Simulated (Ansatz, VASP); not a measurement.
# Two plane-wave programs on AlN

```xyz
2
Lattice="0.0000 2.1711 2.1711 2.1711 0.0000 2.1711 2.1711 2.1711 0.0000" Properties=species:S:1:pos:R:3 pbc="T T T"
Al    0.0000    0.0000    0.0000
N     3.2567    3.2567    3.2567
```

Alike in both runs: functional LDA; k mesh 10 × 10 × 10; no spin polarisation.

Ansatz relaxed the structure, and its values are those at the end. VASP's run is a single point on that final structure, the one shown.

```csv
,VASP,Ansatz
version,VASP 6.6.1,Ansatz 0.2.0
potentials or method,"VASP PAW LDA potentials, release 64 (Al, N), cutoff 520 eV","scalar-relativistic, plane waves, PAW"
occupations,"gaussian, width 0.01 eV",fixed
valence electrons in the cell,8,8
```

Ansatz gave:

```
gap on the k mesh at the Fermi level (eV) : 3.25
least direct gap on the mesh (eV)         : 4.39
pressure (GPa)                            : 0.0
```

Q: Estimate VASP's values.

A: gap on the k mesh at the Fermi level (eV): 3.23; least direct gap on the mesh (eV): 4.39; pressure (GPa): 0.6.

LDA's correlation is that of Perdew and Zunger in VASP and of Perdew and Wang (1992) in Ansatz.
